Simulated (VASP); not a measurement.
LiSe4: single point with PBE+D3(BJ)

The system is LiSe4.

```
Li Se
1.0
     5.38213    0.00000    0.00000
     0.00000    5.38213    0.00000
     0.00000    0.00000    3.82253
Li Se
1 4
Direct
  0.50000 0.50000 0.50000
  0.24055 0.75945 0.00000
  0.24055 0.24055 0.00000
  0.75945 0.75945 0.00000
  0.75945 0.24055 0.00000
```

```
Program             : VASP 6.6.1
Task                : single point
Functional          : PBE
Dispersion          : D3(BJ)
Potentials or basis : VASP PAW PBE potentials, release 64 (Li_sv, Se)
Cutoff              : 520 eV
k mesh              : 8 × 8 × 10
Occupations         : gaussian, width 0.1 eV
Spin                : no spin polarisation
```

- Largest force: 0.007 eV/Å
- Dispersion energy per atom: -0.325 eV

Forces in eV/Å, atoms in the order of the input:
```
Li   0.000  0.000  0.000
Se   0.005 -0.005  0.000
Se   0.005  0.005  0.000
Se  -0.005 -0.005  0.000
Se  -0.005  0.005  0.000
```

Levels at points of the mesh, in eV from the Fermi level:
```csv
k point,band 9,band 10,band 11,band 12,band 13,band 14,band 15,band 16,band 17,band 18
"(0.00, 0.00, 0.00)",-4.50,-2.95,-0.54,-0.54,1.56,3.19,3.19,3.56,3.67,5.04
"(0.50, 0.00, 0.00)",-2.27,-2.01,-1.97,-0.76,0.07,0.23,0.45,3.88,4.12,4.44
"(0.50, 0.50, 0.00)",-2.02,-1.24,-1.24,-1.24,-1.21,-1.09,-1.05,-0.96,-0.96,5.38
"(0.00, 0.00, 0.50)",-4.22,-4.22,-2.64,-2.64,-0.03,3.39,3.39,3.74,3.83,3.85
"(0.50, 0.00, 0.50)",-4.08,-2.77,-2.04,-1.69,-1.57,-0.56,0.37,4.04,4.35,4.35
"(0.50, 0.50, 0.50)",-2.99,-2.29,-1.91,-1.91,-1.76,-1.06,-0.98,-0.94,-0.94,7.67
```

It took 2.9 min on 1 thread of Intel(R) Xeon(R) Platinum 8375C CPU @ 2.90GHz (Ice Lake) (shared host), peak memory 0.32 GiB.
